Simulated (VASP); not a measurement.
# InCu2 (P6_3/mmc) in VASP: further runs, part 2 of 2

VASP 6.6.1. The steps go on from the part before.

### 6 Single point, LDA

This run uses another cell than the first one, of 14.21 Å³/atom, 1.085 times its volume.

File INCAR:

```
PREC     = Accurate       # precision mode
ENCUT    = 520            # plane-wave cutoff, eV
EDIFF    = 1E-6           # SCF threshold, eV
ISMEAR   = -1             # smearing method
SIGMA    = 0.1            # smearing width, eV
LREAL    = F              # projectors in reciprocal space
LASPH    = T              # aspherical terms in the spheres
NELM     = 60             # most SCF steps
ALGO     = Normal         # electronic algorithm
ISIF     = 2              # what is computed and relaxed
LWAVE    = F              # write WAVECAR
LCHARG   = F              # write CHGCAR
NBANDS   = 44             # bands
```

File KPOINTS:

```
regular mesh
0
Gamma
  6 6 5
```

File POSCAR:

```
InCu2
1.0
    4.3227399017      0.0000000000      0.0000000000
   -2.1613699508      3.7436026780      0.0000000000
    0.0000000000      0.0000000000      5.2674553146
In Cu
2 4
Direct
    0.3333333333      0.6666666667      0.7500000000
    0.6666666667      0.3333333333      0.2500000000
    0.3333333333      0.6666666667      0.2500000000
    0.6666666667      0.3333333333      0.7500000000
    0.0000000000      0.0000000000      0.0000000000
    0.0000000000      0.0000000000      0.5000000000
```

Potentials or basis: VASP PAW LDA potentials, release 64 (In_d, Cu).

On the command line:

```sh
$ cat potpaw_LDA.64/In_d/POTCAR potpaw_LDA.64/Cu/POTCAR > POTCAR
$ mpirun -np 1 vasp_std > vasp.out
```

OUTCAR:

```text
PREC = Accurate
   ENCUT = 520
   EDIFF = 1E-6
   ISMEAR = -1
   LREAL = F
   LASPH = T
   NELM = 60
   ISIF = 2

 ion  position               nearest neighbor table
   1  0.333  0.667  0.750-   4 2.50   4 2.50   4 2.50   3 2.63   3 2.63   5 2.82   6 2.82   6 2.82
                             5 2.82   6 2.82   5 2.82   2 3.63   2 3.63   2 3.63   2 3.63   2 3.63
   2  0.667  0.333  0.250-   3 2.50   3 2.50   3 2.50   4 2.63   4 2.63   5 2.82   6 2.82   5 2.82
                             6 2.82   5 2.82   6 2.82   1 3.63   1 3.63   1 3.63   1 3.63   1 3.63
   3  0.333  0.667  0.250-   2 2.50   2 2.50   2 2.50   1 2.63   1 2.63
   4  0.667  0.333  0.750-   1 2.50   1 2.50   1 2.50   2 2.63   2 2.63
   5  0.000  0.000  0.000-   6 2.63   6 2.63   1 2.82   2 2.82   2 2.82   1 2.82   2 2.82   1 2.82

   6  0.000  0.000  0.500-   5 2.63   5 2.63   1 2.82   2 2.82   2 2.82   1 2.82   2 2.82   1 2.82

  LATTYP: Found a hexagonal cell.
 ALAT       =     4.3227399017
 C/A-ratio  =     1.2185455138

  Lattice vectors:

 A1 = (   4.3227399017,   0.0000000000,   0.0000000000)
 A2 = (  -2.1613699508,   3.7436026780,   0.0000000000)
 A3 = (   0.0000000000,   0.0000000000,   5.2674553146)

Analysis of symmetry for initial positions (statically):
[... 184 lines left out ...]

 k-point     1 :       0.0000    0.0000    0.0000
  band No.  band energies     occupation
      1      -5.5108      2.00000
      2      -5.3900      2.00000
      3      -5.3900      2.00000
      4      -5.3890      2.00000
      5      -5.3673      2.00000
      6      -5.3673      2.00000
[... 976 lines left out ...]
     43      17.2407      0.00000
     44      17.2420      0.00000

------------------------ aborting loop because EDIFF is reached ----------------------------------------

  FORCE on cell =-STRESS in cart. coord.  units (eV):
  Direction    XX          YY          ZZ          XY          YZ          ZX
  --------------------------------------------------------------------------------------
  -------------------------------------------------------------------------------------
  Total        0.1036439      0.1036439     -0.6884202      0.0000000      0.0000000      0.0000000
  in kB        1.9480693      1.9480695    -12.9394104      0.0000000      0.0000000      0.0000000
  external PRESSURE =      -3.0144239 kB  Pullay stress =       0.0000000 kB

 VOLUME and BASIS-vectors are now :
 -----------------------------------------------------------------------------
  energy-cutoff  :      520.00
  volume of cell :       85.24
      direct lattice vectors                 reciprocal lattice vectors
     4.322739902  0.000000000  0.000000000     0.231334761  0.133561182  0.000000000
    -2.161369951  3.743602678  0.000000000     0.000000000  0.267122365  0.000000000
     0.000000000  0.000000000  5.267455315     0.000000000  0.000000000  0.189844990

 POSITION                                       TOTAL-FORCE (eV/Angst)
 -----------------------------------------------------------------------------------
     -0.00000      2.49574      3.95059        -0.000000      0.000000      0.000000
      2.16137      1.24787      1.31686         0.000000      0.000000      0.000000
     -0.00000      2.49574      1.31686        -0.000000      0.000000      0.000000
      2.16137      1.24787      3.95059         0.000000     -0.000000      0.000000
      0.00000      0.00000      0.00000         0.000000      0.000000      0.000000
      0.00000      0.00000      2.63373         0.000000      0.000000      0.000000
 -----------------------------------------------------------------------------------
    total drift:                                0.000000      0.000000      0.000000

  FREE ENERGIE OF THE ION-ELECTRON SYSTEM (eV)
  ---------------------------------------------------
  free  energy   TOTEN  =       -24.8675175311 eV

  energy  without entropy=      -24.8309258791  energy(sigma->0) =      -24.84922171
```

OSZICAR:

```text
N       E                     dE             d eps       ncg     rms          rms(c)
DAV:   1     0.684620664747E+03    0.68462E+03   -0.31346E+04  1896   0.274E+03
DAV:   2     0.726512467416E+02   -0.61197E+03   -0.59637E+03  1848   0.532E+02
DAV:   3    -0.247883350041E+02   -0.97440E+02   -0.94305E+02  1884   0.249E+02
DAV:   4    -0.289847904325E+02   -0.41965E+01   -0.41684E+01  2168   0.678E+01
DAV:   5    -0.291327028065E+02   -0.14791E+00   -0.14784E+00  2836   0.116E+01    0.184E+01
DAV:   6    -0.278947564449E+02    0.12379E+01   -0.51284E+01  2228   0.124E+02    0.116E+01
DAV:   7    -0.248326867449E+02    0.30621E+01   -0.12603E+01  2284   0.786E+01    0.416E+00
DAV:   8    -0.249499737560E+02   -0.11729E+00   -0.29848E+00  2256   0.378E+01    0.292E+00
DAV:   9    -0.249258811099E+02    0.24093E-01   -0.57606E-01  2280   0.225E+01    0.200E+00
DAV:  10    -0.248687237242E+02    0.57157E-01   -0.20647E-01  2368   0.790E+00    0.903E-01
DAV:  11    -0.248706503130E+02   -0.19266E-02   -0.17182E-02  2344   0.136E+00    0.568E-01
DAV:  12    -0.248693719896E+02    0.12783E-02   -0.25167E-02  2236   0.274E+00    0.615E-01
DAV:  13    -0.248676301969E+02    0.17418E-02   -0.47061E-03  2244   0.117E+00    0.162E-01
DAV:  14    -0.248675335471E+02    0.96650E-04   -0.13527E-03  2468   0.551E-01    0.766E-02
DAV:  15    -0.248675238074E+02    0.97397E-05   -0.13396E-04  2532   0.136E-01    0.687E-02
DAV:  16    -0.248675202069E+02    0.36004E-05   -0.11012E-05  2392   0.296E-02    0.236E-02
DAV:  17    -0.248675173982E+02    0.28087E-05   -0.94896E-06  1760   0.621E-02    0.120E-02
DAV:  18    -0.248675175311E+02   -0.13282E-06   -0.18986E-06  1324   0.171E-02
   1 F= -.24867518E+02 E0= -.24849222E+02  d E =-.365917E-01
```

stdout:

```text
POSCAR found type information on POSCAR InCu
 POSCAR found :  2 types and       6 ions
 scaLAPACK will be used
 LDA part: xc-table for (Slater(with rela. corr.)+CA(PZ))
 , standard interpolation
 POSCAR, INCAR and KPOINTS ok, starting setup
 FFT: planning ... GRIDC
 FFT: planning ... GRID_SOFT
 FFT: planning ... GRID
 WAVECAR not read
 entering main loop
```

Run time: 74 s. Hardware: 1 thread of Intel Xeon Platinum 8488C (Sapphire Rapids), shared host; peak memory 0.2 GiB.

Results:

```yaml
Free_energy: -24.8675 eV
Pressure: -0.3 GPa
Band_gap_on_the_k_mesh: zero (band 35 reaches 11.96 eV, above the bottom of band 36 at 7.35 eV)
```

Stress tensor (GPa, compression positive):
```
 0.19  0.00  0.00
 0.00  0.19  0.00
 0.00  0.00 -1.29
```

Levels at points of the mesh, in eV from the Fermi level:
```csv
k point,band 33,band 34,band 35,band 36,band 37,band 38
"(0.00, 0.00, 0.00)",-1.74,1.75,1.75,2.04,2.04,2.28
"(0.50, 0.00, 0.00)",-2.56,-1.89,-1.77,0.14,0.72,1.13
```

Caveat: spin-orbit coupling is left out, which moves the levels of the heavy elements.

### 7 Overview

```csv
cell,gap on the mesh (eV),pressure (GPa)
"a = 4.207, b = 4.207, c = 5.126 Å, angles 90.0, 90.0, 120.0°, 6 atoms",none,12.7
"a = 4.236, b = 4.236, c = 5.162 Å, angles 90.0, 90.0, 120.0°, 6 atoms",none,8.8
"a = 4.265, b = 4.265, c = 5.198 Å, angles 90.0, 90.0, 120.0°, 6 atoms",none,5.5
"a = 4.294, b = 4.294, c = 5.233 Å, angles 90.0, 90.0, 120.0°, 6 atoms",none,2.3
"a = 4.323, b = 4.323, c = 5.267 Å, angles 90.0, 90.0, 120.0°, 6 atoms",none,-0.3
```

Alike in all rows: task single point; level LDA; potentials or basis VASP PAW LDA potentials, release 64 (In_d, Cu); no spin polarisation; k mesh 6 × 6 × 5; cutoff (eV) 520; smearing fermi-dirac 0.1 eV.

Caveats: spin-orbit coupling is left out, which moves the levels of the heavy elements.

Absolute energies hang on the potentials; compare differences alone.
